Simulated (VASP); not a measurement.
Write the native input for VASP 6.6.1 that does the following.

* Task: single point
* Functional: PBE
* Potentials or basis: VASP PAW PBE potentials, release 64 (Al, N)
* Cutoff: 520 eV
* k mesh: 10 × 10 × 10
* Occupations: gaussian, width 0.05 eV
* Spin: no spin polarisation
* Dipole correction: no
* Further INCAR settings: ALGO = Normal; EDIFF = 1e-06; NBANDS = 11

The structure of AlN lies in POSCAR:

```
AlN
1.0
    0.0000000000      2.2012588983      2.2012588983
    2.2012588983      0.0000000000      2.2012588983
    2.2012588983      2.2012588983      0.0000000000
Al N
1 1
Direct
   -0.0114379721      0.0114379721      0.0114379721
    0.7720328468      0.7279671532      0.7279671532
```

This cell differs from its parent crystal: atoms displaced along a vibrational mode.

These files were run (other wordings do the same):

INCAR

```
SYSTEM = AlN
ALGO     = Normal         ! electronic algorithm
EDIFF    = 1E-6           ! SCF threshold, eV
ENCUT    = 520            ! plane-wave cutoff, eV
GGA      = PE             ! functional
ISIF     = 2              ! what is computed and relaxed
ISMEAR   = 0              ! smearing method
LASPH    = .TRUE.         ! aspherical terms in the spheres
LCHARG   = .TRUE.         ! write CHGCAR
LELF     = .TRUE.         ! ELF
LREAL    = .FALSE.        ! projectors in reciprocal space
LVHAR    = .TRUE.       
LWAVE    = .FALSE.        ! write WAVECAR
NBANDS   = 11             ! bands
NELM     = 60             ! most SCF steps
PREC     = Accurate       ! precision mode
SIGMA    = 0.05           ! smearing width, eV
```

KPOINTS

```
k-points
0
G
  10 10 10
  0 0 0
```

Potentials or basis: VASP PAW PBE potentials, release 64 (Al, N).

The run is started by

```console
$ cat potpaw_PBE.64/Al/POTCAR potpaw_PBE.64/N/POTCAR > POTCAR
$ mpirun -np 1 vasp_std > vasp.out
```

Results of the run:

```json
{
 "Pressure": "2.3 GPa",
 "Largest force": "1.978 eV/Å",
 "Band gap on the k mesh": "2.93 eV (least direct gap 3.59 eV)"
}
```

Caveat: the cell differs from its parent crystal (atoms displaced along a vibrational mode); forces of over 1 eV/Å act on the atoms, so gaps and moduli don't describe the material at rest.

It took 44 s on 1 thread of AMD EPYC 7R13, on a shared host, peak memory 0.13 GiB.
